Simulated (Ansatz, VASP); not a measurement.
AgCl: VASP beside Ansatz

File INCAR:

```
SYSTEM = AgCl
PREC = Accurate ; ENCUT = 520
EDIFF = 1E-6 ; ISMEAR = 0
SIGMA = 0.01 ; LREAL = .FALSE.
LASPH = .TRUE. ; NELM = 100
ALGO = Normal ; ISIF = 2
LWAVE = .FALSE. ; LCHARG = .TRUE.
GGA = PE ; LELF = .TRUE.
LVHAR = .TRUE. ; NBANDS = 16
```

File KPOINTS:

```
Automatic mesh
0
G
  6 6 6
  0 0 0
```

The input POSCAR:

```
AgCl
1.0
    0.0000000000      2.7350000000      2.7350000000
    2.7350000000      0.0000000000      2.7350000000
    2.7350000000      2.7350000000      0.0000000000
Ag Cl
1 1
Direct
    0.0000000000      0.0000000000      0.0000000000
    0.5000000000      0.5000000000      0.5000000000
```

Input for Ansatz:

```yaml
crystal:
  lattice:
    - [0.0, 2.735, 2.735]
    - [2.735, 0.0, 2.735]
    - [2.735, 2.735, 0.0]
  atoms:
    - { symbol: Ag, position: [0.0, 0.0, 0.0] }
    - { symbol: Cl, position: [0.5, 0.5, 0.5] }
basis:
  ecutwfc: 544.22772491976
kpoints:
  mp_grid:
    grid: [6, 6, 6]
hamiltonian:
  xc: pbe
scf:
  occupations:
    method: fixed
output:
  stress: true
```

Alike in both runs: task single point; functional PBE; k mesh 6 × 6 × 6; no spin polarisation.

|  | VASP | Ansatz |
| --- | --- | --- |
| version | VASP 6.6.1 | Ansatz 0.2.0 |
| potentials or method | VASP PAW PBE potentials, release 64 (Ag, Cl), cutoff 520 eV | plane waves, PAW |
| occupations | gaussian, width 0.01 eV | fixed |
| valence electrons in the cell | 18 | 26 |

```tsv
	VASP	Ansatz	Ansatz less VASP
pressure (GPa)	3.8	3.9	+0.16
```

VASP's potentials hold 18 valence electrons a cell and Ansatz's 26, so a difference there can come from the potentials and not from the codes.
